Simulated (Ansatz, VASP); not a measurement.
**TaN: VASP beside Ansatz**

File INCAR:

```
ALGO = Normal ; EDIFF = 1E-6
ENCUT = 700 ; GGA = PS
GGA_COMPAT = F ; ISIF = 2
ISMEAR = 0 ; ISPIN = 2
LASPH = T ; LCHARG = F
LDAU = T ; LDAUJ = 0 0
LDAUL = 2 -1 ; LDAUPRINT = 1
LDAUTYPE = 2 ; LDAUU = 6 0
LMAXMIX = 4 ; LORBIT = 11
LREAL = F ; LWAVE = F
MAGMOM = 2 2 0 0 ; NBANDS = 30
NELM = 200 ; PREC = Accurate
SIGMA = 0.05
```

File KPOINTS:

```
k-points
0
Gamma
  7 7 4
```

Contents of POSCAR:

```
TaN
1.0
    3.0500020400      0.0000000000      0.0000000000
   -1.5250010200      2.6413792500      0.0000000000
    0.0000000000      0.0000000000      4.9400015300
Ta N
2 2
Direct
    0.3333333333      0.6666666667      0.0000000000
    0.6666666667      0.3333333333      0.5000000000
    0.3333333333      0.6666666667      0.3850000000
    0.6666666667      0.3333333333      0.8850000000
```

Input for Ansatz:

```yaml
crystal:
  lattice:
    - [3.05000204, 0.0, 0.0]
    - [-1.52500102, 2.64137925, 0.0]
    - [0.0, 0.0, 4.94000153]
  atoms:
    - { symbol: Ta, position: [0.3333333333, 0.6666666667, 0.0], spin: 2.0 }
    - { symbol: Ta, position: [0.6666666667, 0.3333333333, 0.5], spin: 2.0 }
    - { symbol: "N", position: [0.3333333333, 0.6666666667, 0.385] }
    - { symbol: "N", position: [0.6666666667, 0.3333333333, 0.885] }
basis:
  ecutwfc: 420
  ecutrho_ratio: 4
kpoints:
  mp_grid: { grid: [7, 7, 4] }
hamiltonian:
  xc: pbesol
  hubbard:
    sites: [{ site: 0, l: d, u_eff: 6.0 }, { site: 1, l: d, u_eff: 6.0 }]
scf:
  occupations: { method: gaussian, width: 0.05 }
  lower_state_search: "off"
  max_iter: 150
output:
  forces: true
  stress: true
  eigenvalues: true
  populations: true
  hubbard: { sites: [{ site: 0, l: d }, { site: 1, l: d }] }
magnetization:
  spin_polarized: true
```

Alike in both runs: task single point; functional PBEsol; k mesh 7 × 7 × 4; occupations gaussian, width 0.05 eV; collinear spin; Hubbard terms Ta d U = 6.0 eV.

```csv
,VASP,Ansatz
version,VASP 6.6.1,Ansatz 0.2.0
potentials or method,"VASP PAW PBE potentials, release 64 (Ta_sv_GW, N), cutoff 700 eV","scalar-relativistic, plane waves, PAW"
valence electrons in the cell,36,36
```

|  | VASP | Ansatz | Ansatz less VASP |
| --- | --- | --- | --- |
| gap on the k mesh at the Fermi level (eV) | none | none | - |
| rms of the force components (eV/Å) | 1.379 | 1.297 | -0.0818 |
| net moment per atom (μB) | 0.02 | 0.04 | +0.023 |

VASP's potentials were made for PBE, not for PBEsol. The programs project onto different local orbitals, so the same U acts differently, and such runs can settle in different states. Atom by atom the forces differ by 0.082 eV/Å (rms over components). A gap of «none» marks a metal or a gap that the smearing closes. Ansatz's warnings: filled band counts differ across k points, seeded moment not kept.

Spin-orbit coupling is off throughout.
